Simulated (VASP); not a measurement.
# Cr in VASP: single point with PBE

Aim: the single point of Cr with PBE.

Program: VASP 6.6.1. These are calculated values, not measurements. Logs are shortened: lines on timing, memory, paths and dates and some standing lists are left out, and cuts for length are marked.

## (1) The cell of the first run

The cell holds a sheet with vacuum, 2 atoms: a = 2.799 Å, b = 2.799 Å, c = 26.684 Å, α = 90.00°, β = 90.00°, γ = 90.00°.

## (2) Single point, PBE, collinear spin, ferromagnetic start

INCAR

```
ALGO = Normal
DIPOL = 0.5 0.5 0.300
EDIFF = 1E-7
ENCUT = 520
GGA = PE
IDIPOL = 3
ISIF = 2
ISMEAR = 0
ISPIN = 2
LASPH = T
LCHARG = T
LDIPOL = T
LELF = T
LMAXMIX = 4
LORBIT = 11
LREAL = F
LVACPOTAV = T
LVHAR = T
LWAVE = F
MAGMOM = 3 3
NBANDS = 23
NELM = 150
PREC = Accurate
SIGMA = 0.1
```

KPOINTS

```
k-points
0
Gamma
  6 6 1
```

POSCAR

```
Cr
1.0
    2.7990458926      0.0000000000      0.0000000000
    0.0000000000      2.7990458926      0.0000000000
    0.0000000000      0.0000000000     26.6839001600
Cr
2
Direct
    0.0000000000      0.5000000000      0.2795798802
    0.5000000000      0.0000000000      0.3200326166
```

Potentials or basis: VASP PAW PBE potentials, release 64 (Cr_pv).

Launch:

```sh
cat potpaw_PBE.64/Cr_pv/POTCAR > POTCAR
mpirun -np 1 vasp_std > vasp.out
```

OUTCAR:

```text
EDIFF = 1E-7
   ENCUT = 520
   GGA = PE
   ISIF = 2
   ISMEAR = 0
   ISPIN = 2
   LASPH = T
   LORBIT = 11
   LREAL = F
   NELM = 150
   PREC = Accurate

 ion  position               nearest neighbor table
   1  0.000  0.500  0.280-   2 2.25   2 2.25   2 2.25   2 2.25
   2  0.500  0.000  0.320-   1 2.25   1 2.25   1 2.25   1 2.25

  LATTYP: Found a simple tetragonal cell.
 ALAT       =     2.7990458926
 C/A-ratio  =     9.5332128103

  Lattice vectors:

 A1 = (   2.7990458926,   0.0000000000,   0.0000000000)
 A2 = (   0.0000000000,   2.7990458926,   0.0000000000)
 A3 = (   0.0000000000,   0.0000000000,  26.6839001600)

Analysis of symmetry for initial positions (statically):
=====================================================================
 Subroutine PRICEL returns:
 Original cell was already a primitive cell.

 Routine SETGRP: Setting up the symmetry group for a
 simple tetragonal supercell.

 Subroutine GETGRP returns: Found 16 space group operations
 (whereof  4 operations were pure point group operations)
 out of a pool of 16 trial point group operations.

The static configuration has the point symmetry C_2v.
 The point group associated with its full space group is D_4h.

Analysis of symmetry for dynamics (positions and initial velocities):
=====================================================================
 Subroutine PRICEL returns:
 Original cell was already a primitive cell.

 Routine SETGRP: Setting up the symmetry group for a
 simple tetragonal supercell.

 Subroutine GETGRP returns: Found 16 space group operations
 (whereof  4 operations were pure point group operations)
 out of a pool of 16 trial point group operations.

The dynamic configuration has the point symmetry C_2v.
 The point group associated with its full space group is D_4h.

Analysis of structural, dynamic, and magnetic symmetry:
=====================================================================
 Subroutine PRICEL returns:
 Original cell was already a primitive cell.

 Routine SETGRP: Setting up the symmetry group for a
 simple tetragonal supercell.

 Subroutine GETGRP returns: Found 16 space group operations
 (whereof  4 operations were pure point group operations)
 out of a pool of 16 trial point group operations.

The overall configuration has the point symmetry C_2v.
 The point group associated with its full space group is D_4h.

 Subroutine INISYM returns: Found 16 space group operations
 (whereof  4 operations are pure point group operations),
 and found     1 'primitive' translations

----------------------------------------------------------------------------------------

                                     Primitive cell

  volume of cell :     209.0592

  direct lattice vectors                    reciprocal lattice vectors
     2.799045893  0.000000000  0.000000000     0.357264596  0.000000000  0.000000000
     0.000000000  2.799045893  0.000000000     0.000000000  0.357264596  0.000000000
     0.000000000  0.000000000 26.683900160     0.000000000  0.000000000  0.037475781

  length of vectors
     2.799045893  2.799045893 26.683900160     0.357264596  0.357264596  0.037475781

  position of ions in fractional coordinates (direct lattice)
     0.000000000  0.500000000  0.279579880
     0.500000000  0.000000000  0.320032617

  ion indices of the primitive-cell ions
   primitive index   ion index
                 1           1
                 2           2

----------------------------------------------------------------------------------------

 KPOINTS: k-points

Automatic generation of k-mesh.
 Grid dimensions read from file:
 generate k-points for:    6    6    1

 Generating k-lattice:

  Cartesian coordinates                     Fractional coordinates (reciprocal lattice)
     0.059544099  0.000000000  0.000000000     0.166666667  0.000000000  0.000000000
     0.000000000  0.059544099  0.000000000     0.000000000  0.166666667  0.000000000
     0.000000000  0.000000000  0.037475781     0.000000000  0.000000000  1.000000000

  Length of vectors
     0.059544099  0.059544099  0.037475781

  Shift w.r.t. Gamma in fractional coordinates (k-lattice)
     0.000000000  0.000000000  0.000000000

 Subroutine IBZKPT returns following result:
 ===========================================

 Found     10 irreducible k-points:

 Following reciprocal coordinates:
            Coordinates               Weight
  0.000000  0.000000  0.000000      1.000000
  0.166667  0.000000  0.000000      4.000000
  0.333333  0.000000  0.000000      4.000000
  0.500000  0.000000  0.000000      2.000000
  0.166667  0.166667  0.000000      4.000000
  0.333333  0.166667  0.000000      8.000000
  0.500000  0.166667  0.000000      4.000000
  0.333333  0.333333  0.000000      4.000000
  0.500000  0.333333  0.000000      4.000000
  0.500000  0.500000  0.000000      1.000000
   k-points           NKPTS =     10   k-points in BZ     NKDIM =     10   number of bands    NBANDS=     23
   number of dos      NEDOS =    301   number of ions     NIONS =      2
   total plane-waves  NPLWV = 115200
   dimension x,y,z NGX =    24 NGY =   24 NGZ =  200
   dimension x,y,z NGXF=    48 NGYF=   48 NGZF=  400
   ions per type =               2
   NGX,Y,Z   is equivalent  to a cutoff of  14.25, 14.25, 12.46 a.u.
   NGXF,Y,Z  is equivalent  to a cutoff of  28.51, 28.51, 24.92 a.u.
 SYSTEM =  unknown system
   PREC   = accura    normal or accurate (medium, high low for compatibility)
   ISTART =      0    job   : 0-new  1-cont  2-samecut
   ICHARG =      2    charge: 1-file 2-atom 10-const
   ISPIN  =      2    spin polarized calculation?
   LNONCOLLINEAR =      F non collinear calculations
   LSORBIT =      F    spin-orbit coupling
   LASPH  =      T    aspherical Exc in radial PAW
   ENCUT  =  520.0 eV  38.22 Ry    6.18 a.u.   5.20  5.20 49.61*2*pi/ulx,y,z
   NELM   =    150;   NELMIN=  2; NELMDL= -5     # of ELM steps
   EDIFF  = 0.1E-06   stopping-criterion for ELM
   LREAL  =      F    real-space projection
   EDIFFG = 0.1E-05   stopping-criterion for IOM
   NSW    =      0    number of steps for IOM
   IBRION =     -1    ionic relax: 0-MD 1-quasi-New 2-CG
   NFREE  =      0    steps in history (QN), initial steepest desc. (CG)
   ISIF   =      2    stress and relaxation
   ISYM   =      2    0-nonsym 1-usesym 2-fastsym
   POTIM  = 0.5000    time-step for ionic-motion
   TEBEG  =    0.0;   TEEND  =   0.0 temperature during run
   PSTRESS=    0.0 pullay stress
   NELECT =      24.0000    total number of electrons
   NUPDOWN=      -1.0000    fix difference up-down
   EMIN   =  10.00;   EMAX   =-10.00  energy-range for DOS
   EFERMI =   0.00;   METHOD = LEGACY
   ISMEAR =     0;   SIGMA  =   0.10  broadening in eV -4-tet -1-fermi 0-gaus
   EFERMI_NEDOS =   21; number of points for ismear=-14 and -15
   IALGO  =     38    algorithm
   IMIX   =      4    mixing-type and parameters
     AMIX     =   0.40;   BMIX     =  1.00
     AMIX_MAG =   1.60;   BMIX_MAG =  1.00
  volume/ion in A,a.u.               =     104.53       705.40
  Fermi-wavevector in a.u.,A,eV,Ry     =   0.795650  1.503561  8.613292  0.633059
  Thomas-Fermi vector in A             =   1.902019
   LORBIT       =     11    0 simple, 1 ext, 2 COOP (PROOUT), +10 PAW based schemes
   GGA     = PE    functional components
   LHFCALC =     F    Hartree Fock is set to
   AEXX    =    0.0000 exact exchange contribution
   IVDW    =     0    specifies the selected vdW correction
   LEPSILON=     F    determine dielectric tensor
   LRPA    =     F    only Hartree local field effects (RPA)
 spin polarized calculation
 Gauss-broadening in eV      SIGMA  =   0.10
  energy-cutoff  :      520.00
  volume of cell :      209.06
 maximum number of plane-waves:      5696
 NGX is ok and might be reduce to    24
   NGX = 11   NGY = 11   NGZ = 99

 dipolmoment           0.000000      0.000000      0.000000 electrons x Angstroem

 number of electron      24.0000009 magnetization       0.0884706

 dipolmoment           0.000000      0.000000     -0.000001 electrons x Angstroem

 Free energy of the ion-electron system (eV)
  ---------------------------------------------------
  ext. energy  EPLUGINS =         0.00000000
  ---------------------------------------------------
  free energy    TOTEN  =       -15.84855287 eV

  energy without entropy =      -15.83274211  energy(sigma->0) =      -15.84064749

 E-fermi :  -2.4439     XC(G=0):  -2.3111

 val. band max:       -2.4681189264   @ k =   0.1667   0.1667   0.0000
 cond. band min:      -2.4334643385   @ k =   0.5000   0.5000   0.0000
 fundamental gap:      0.0346545878
 Fermi energy:        -2.4439010829

 spin component 1

 k-point     1 :       0.0000    0.0000    0.0000
  band No.  band energies     occupation
      1     -45.4331      1.00000
      2     -45.4331      1.00000
      3     -45.3596      1.00000
      4     -45.0128      1.00000
      5     -44.6162      1.00000
      6     -44.6162      1.00000
[... 15 lines left out ...]
     22       2.4002      0.00000
     23       2.5445      0.00000
[... 210 lines left out ...]
  band No.  band energies     occupation
      1     -45.7750      1.00000
      2     -45.7750      1.00000
      3     -45.1529      1.00000
      4     -45.1529      1.00000
      5     -44.6265      1.00000
      6     -44.6265      1.00000
[... 15 lines left out ...]
     22       6.9837      0.00000
     23       7.6955      0.00000
 Fermi energy:        -2.4439010829

 spin component 2

 k-point     1 :       0.0000    0.0000    0.0000
  band No.  band energies     occupation
      1     -45.3989      1.00000
      2     -45.3989      1.00000
      3     -45.3016      1.00000
      4     -44.9547      1.00000
      5     -44.5818      1.00000
      6     -44.5818      1.00000
[... 15 lines left out ...]
     22       2.4620      0.00000
     23       2.5650      0.00000
[... 211 lines left out ...]
      1     -45.7413      1.00000
      2     -45.7413      1.00000
      3     -45.0948      1.00000
      4     -45.0948      1.00000
      5     -44.5922      1.00000
      6     -44.5922      1.00000
[... 15 lines left out ...]
     22       6.9950      0.00000
     23       7.7000      0.00000

------------------------ aborting loop because EDIFF is reached ----------------------------------------

  FORCE on cell =-STRESS in cart. coord.  units (eV):
  Direction    XX          YY          ZZ          XY          YZ          ZX
  --------------------------------------------------------------------------------------
  -------------------------------------------------------------------------------------
  Total        0.0590818      0.0590818      0.0511562      0.0000000      0.0000000      0.0000000
  in kB        0.4527877      0.4527877      0.3920479      0.0000000      0.0000000      0.0000000
  external PRESSURE =       0.4325411 kB  Pullay stress =       0.0000000 kB

 VOLUME and BASIS-vectors are now :
 -----------------------------------------------------------------------------
  energy-cutoff  :      520.00
  volume of cell :      209.06
      direct lattice vectors                 reciprocal lattice vectors
     2.799045893  0.000000000  0.000000000     0.357264596  0.000000000  0.000000000
     0.000000000  2.799045893  0.000000000     0.000000000  0.357264596  0.000000000
     0.000000000  0.000000000 26.683900160     0.000000000  0.000000000  0.037475781

 POSITION                                       TOTAL-FORCE (eV/Angst)
 -----------------------------------------------------------------------------------
      0.00000      1.39952      7.46028        -0.000000     -0.000000     -0.062416
      1.39952      0.00000      8.53972         0.000000      0.000000      0.062416
 -----------------------------------------------------------------------------------
    total drift:                                0.000000      0.000000     -0.000186

  FREE ENERGIE OF THE ION-ELECTRON SYSTEM (eV)
  ---------------------------------------------------
  free  energy   TOTEN  =       -15.8485528670 eV

  energy  without entropy=      -15.8327421115  energy(sigma->0) =      -15.84064749

 vacuum level on the upper side and lower side of the slab         1.726         1.726

 total charge

# of ion       s       p       d       tot
------------------------------------------
    1        0.468   6.288   4.311  11.067
    2        0.468   6.288   4.311  11.067
--------------------------------------------------
tot          0.937  12.575   8.622  22.134

 magnetization (x)

# of ion       s       p       d       tot
------------------------------------------
    1       -0.000   0.000   0.042   0.042
    2       -0.000   0.000   0.042   0.042
--------------------------------------------------
tot         -0.000   0.001   0.084   0.085
```

Run time: 7.9 min. Hardware: 1 thread of Intel Xeon 8259CL, shared host; peak memory 0.42 GiB.

What came out:

```yaml
Free_energy: -15.8486 eV
Largest_force: 0.062 eV/Å
Net_moment: 0.09 μB per cell
Site_moments: Cr +0.04 μB
Valence_electrons_inside_the_program's_atomic_spheres: Cr 11.07
```

Forces on the atoms (eV/Å):
```
Cr   0.000  0.000 -0.062
Cr   0.000  0.000  0.062
```

Caveat: the k points lie up to 0.37 Å⁻¹ apart.
